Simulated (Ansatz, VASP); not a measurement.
## Ni: VASP beside Ansatz

```
Ni
1.0
     0.00000    1.73306    1.73306
     1.73306    0.00000    1.73306
     1.73306    1.73306    0.00000
Ni
1
Direct
  0.00000 0.00000 0.00000
```

Alike in both runs: task single point; functional r2SCAN; k mesh 15 × 15 × 15; occupations fermi-dirac, width 0.6 eV; no spin polarisation.

|  | VASP | Ansatz |
| --- | --- | --- |
| version | VASP 6.6.1 | Ansatz 0.2.0 |
| potentials or method | VASP PAW PBE potentials, release 64 (Ni), cutoff 520 eV | plane waves (500 eV) with PAW, scalar-relativistic |
| valence electrons in the cell | 10 | 18 |

Ansatz gave:

| Property | Result |
| --- | --- |
| pressure (GPa) | 9.7 |

Question: Which values does VASP return?

Answer: Pressure (GPa): 10.3.

VASP's potentials were made for PBE, not for r2SCAN. VASP's potentials hold 10 valence electrons a cell and Ansatz's 18, so a difference there can come from the potentials and not from the codes.
